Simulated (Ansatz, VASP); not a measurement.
## GaSbTe2S: VASP beside Ansatz

```xyz
5
Lattice="3.6456 0.0000 0.0000 0.0000 4.0873 0.0000 0.0000 0.0000 11.2268" Properties=species:S:1:pos:R:3 pbc="T T T"
Ga    0.0000    2.0437    0.0000
Sb    0.0000    2.0437    5.6134
Te    0.0000    2.0437    2.5697
Te    0.0000    2.0437    8.6571
S     1.8228    0.0000    5.6134
```

Alike in both runs: functional PBE; k mesh 6 × 4 × 2; occupations gaussian, width 0.1 eV; no spin polarisation.

Ansatz relaxed the structure, and its values are those at the end. VASP's run is a single point on that final structure, the one shown.

|  | VASP | Ansatz |
| --- | --- | --- |
| version | VASP 6.6.1 | Ansatz 0.2.0 |
| potentials or method | VASP PAW PBE potentials, release 64 (Ga_d, Sb, Te, S), cutoff 520 eV | scalar-relativistic, plane waves, PAW |
| valence electrons in the cell | 36 | 66 |

|  | VASP | Ansatz | Ansatz less VASP |
| --- | --- | --- | --- |
| gap on the k mesh at the Fermi level (eV) | none | none | - |
| pressure (GPa) | -0.2 | -0.1 | +0.05 |
| rms of the force components (eV/Å) | 0.005 | 0.010 | +0.0057 |

A gap of «none» marks a metal or a gap that the smearing closes. With one functional, cell and mesh, what is left measures potentials, basis and numerics. VASP's potentials hold 36 valence electrons a cell and Ansatz's 66, so a difference there can come from the potentials and not from the codes.

The k mesh is coarse, so the values compare programs but aren't converged. Spin-orbit coupling is off throughout.
